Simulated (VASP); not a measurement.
# Ir (Fm-3m) in VASP: further runs, part 2 of 2

VASP 6.6.1. Earlier steps stand in the parts before.

### 4 Single point, PBEsol

File INCAR:

```
PREC     = Accurate       # precision mode
ENCUT    = 520            # plane-wave cutoff, eV
EDIFF    = 1E-6           # SCF threshold, eV
ISMEAR   = -1             # smearing method
SIGMA    = 0.15           # smearing width, eV
LREAL    = False          # projectors in reciprocal space
LASPH    = True           # aspherical terms in the spheres
NELM     = 60             # most SCF steps
ALGO     = Normal         # electronic algorithm
ISIF     = 2              # what is computed and relaxed
LWAVE    = False          # write WAVECAR
LCHARG   = True           # write CHGCAR
GGA      = PS             # functional
LELF     = True           # ELF
LVHAR    = True         
NBANDS   = 10             # bands
```

File KPOINTS:

```
Automatic mesh
0
Gamma
  20 20 20
```

File POSCAR:

```
Ir
1.0
    0.0000000000      1.9288221311      1.9288221311
    1.9288221311      0.0000000000      1.9288221311
    1.9288221311      1.9288221311      0.0000000000
Ir
1
Direct
    0.0000000000      0.0000000000      0.0000000000
```

Potentials or basis: VASP PAW PBE potentials, release 64 (Ir).

Started as:

```bash
$ cat potpaw_PBE.64/Ir/POTCAR > POTCAR
$ mpirun -np 1 vasp_std > vasp.out
```

OUTCAR:

```text
PREC = Accurate
   ENCUT = 520
   EDIFF = 1E-6
   ISMEAR = -1
   LREAL = False
   LASPH = True
   NELM = 60
   ISIF = 2
   GGA = PS

 ion  position               nearest neighbor table
   1  0.000  0.000  0.000-

  LATTYP: Found a face centered cubic cell.
 ALAT       =     3.8576442622

  Lattice vectors:

 A1 = (   0.0000000000,   1.9288221311,   1.9288221311)
 A2 = (   1.9288221311,   0.0000000000,   1.9288221311)
 A3 = (   1.9288221311,   1.9288221311,   0.0000000000)

Analysis of symmetry for initial positions (statically):
=====================================================================
 Subroutine PRICEL returns:
 Original cell was already a primitive cell.

 Routine SETGRP: Setting up the symmetry group for a
 face centered cubic supercell.

 Subroutine GETGRP returns: Found 48 space group operations
 (whereof 48 operations were pure point group operations)
 out of a pool of 48 trial point group operations.

The static configuration has the point symmetry O_h .
[... 154 lines left out ...]
  free energy    TOTEN  =        -9.84943580 eV

  energy without entropy =       -9.77928792  energy(sigma->0) =       -9.81436186

 E-fermi :   9.9633     XC(G=0): -14.0174

 val. band max:        9.9570228074   @ k =   0.3000   0.2000   0.0000
 cond. band min:       9.9683357180   @ k =  -0.4000   0.4500   0.0500
 fundamental gap:      0.0113129106
 Fermi energy:         9.9632722523

 k-point     1 :       0.0000    0.0000    0.0000
  band No.  band energies     occupation
      1      -1.0375      2.00000
      2       6.1811      2.00000
      3       6.1811      2.00000
      4       6.1811      2.00000
      5       8.8341      1.99892
      6       8.8341      1.99892
      7      24.3455      0.00000
      8      29.8306      0.00000
      9      29.8306      0.00000
     10      29.8306      0.00000
[... 287 lines left out ...]
 k-point    24 :      -0.3500    0.0500    0.0000
  band No.  band energies     occupation
      1       2.0525      2.00000
      2       6.2493      2.00000
      3       6.3579      2.00000
      4       6.9587      2.00000
      5       9.8324      1.41052
      6      10.5978      0.02869
      7      20.0496      0.00000
      8      25.0317      0.00000
      9      30.4095      0.00000
     10      32.0704      0.00000

 [... further k-points ...]
[... 5 lines left out ...]
  --------------------------------------------------------------------------------------
  -------------------------------------------------------------------------------------
  Total       -0.5705865     -0.5705865     -0.5705865      0.0000000      0.0000000      0.0000000
  in kB      -63.6979652    -63.6979652    -63.6979652      0.0000000      0.0000000      0.0000000
  external PRESSURE =     -63.6979652 kB  Pullay stress =       0.0000000 kB

 VOLUME and BASIS-vectors are now :
 -----------------------------------------------------------------------------
  energy-cutoff  :      520.00
  volume of cell :       14.35
      direct lattice vectors                 reciprocal lattice vectors
     0.000000000  1.928822131  1.928822131    -0.259225562  0.259225562  0.259225562
     1.928822131  0.000000000  1.928822131     0.259225562 -0.259225562  0.259225562
     1.928822131  1.928822131  0.000000000     0.259225562  0.259225562 -0.259225562

 POSITION                                       TOTAL-FORCE (eV/Angst)
 -----------------------------------------------------------------------------------
      0.00000      0.00000      0.00000         0.000000      0.000000      0.000000
 -----------------------------------------------------------------------------------
    total drift:                                0.000000      0.000000      0.000000

  FREE ENERGIE OF THE ION-ELECTRON SYSTEM (eV)
  ---------------------------------------------------
  free  energy   TOTEN  =        -9.8494358046 eV

  energy  without entropy=       -9.7792879195  energy(sigma->0) =       -9.81436186
```

Wall time 13 s (1 thread of Intel Xeon 6975P-C (Granite Rapids), shared host); peak memory 0.15 GiB.

What came out:

* Free energy: -9.8494 eV
* Pressure: -6.4 GPa

Caveat: the PAW data sets were made with another functional, which shifts forces and pressure a little; spin-orbit coupling is left out, which moves the levels of the heavy elements.

### 5 Single point, LDA

This run uses another cell than the first one, of 14.35 Å³/atom, 1.041 times its volume.

File INCAR:

```
PREC = Accurate
ENCUT = 520
EDIFF = 1E-6
ISMEAR = -1
SIGMA = 0.15
LREAL = False
LASPH = True
NELM = 60
ALGO = Normal
ISIF = 2
LWAVE = False
LCHARG = False
NBANDS = 10
```

File KPOINTS:

```
regular mesh
0
Gamma
  20 20 20
```

POSCAR is that of step 4.

Potentials or basis: VASP PAW LDA potentials, release 64 (Ir).

Started as:

```bash
$ cat potpaw_LDA.64/Ir/POTCAR > POTCAR
$ mpirun -np 1 vasp_std > vasp.out
```

It took 11 s on 1 thread of Intel Xeon 6975P-C (Granite Rapids), shared host; peak memory 0.15 GiB.

The run converged. Its results:

```yaml
Free_energy: -10.3459 eV
Pressure: -10.7 GPa
```

Levels at points of the mesh, in eV from the Fermi level:
| k point | band 1 | band 2 | band 3 | band 4 | band 5 | band 6 | band 7 | band 8 |
| --- | --- | --- | --- | --- | --- | --- | --- | --- |
| (0.00, 0.00, 0.00) | -10.92 | -3.79 | -3.79 | -3.79 | -1.13 | -1.13 | 14.41 | 19.86 |
| (0.50, 0.00, 0.00) | -7.93 | -3.88 | -3.88 | -0.64 | 0.91 | 0.91 | 7.15 | 13.95 |
| (0.50, 0.50, 0.00) | -7.71 | -7.17 | 0.90 | 1.47 | 1.47 | 1.78 | 10.35 | 11.67 |

Caveat: spin-orbit coupling is left out, which moves the levels of the heavy elements.

### 6 The runs side by side

```tsv
level	potentials or basis	cell	gap on the mesh (eV)	pressure (GPa)
PBEsol	VASP PAW PBE potentials, release 64 (Ir)	a = 2.692 Å, angles 60.0°, 1 atom	none	9.0
PBEsol	VASP PAW PBE potentials, release 64 (Ir)	a = 2.710 Å, angles 60.0°, 1 atom	none	0.8
PBEsol	VASP PAW PBE potentials, release 64 (Ir)	a = 2.728 Å, angles 60.0°, 1 atom	none	-6.4
LDA	VASP PAW LDA potentials, release 64 (Ir)	a = 2.728 Å, angles 60.0°, 1 atom	none	-10.7
```

Alike in all rows: task single point; no spin polarisation; k mesh 20 × 20 × 20; cutoff (eV) 520; smearing fermi-dirac 0.15 eV.

Caveats: spin-orbit coupling is left out, which moves the levels of the heavy elements; the PAW data sets were made with another functional, which shifts forces and pressure a little (some runs).

Absolute energies hang on the potentials; compare differences alone.
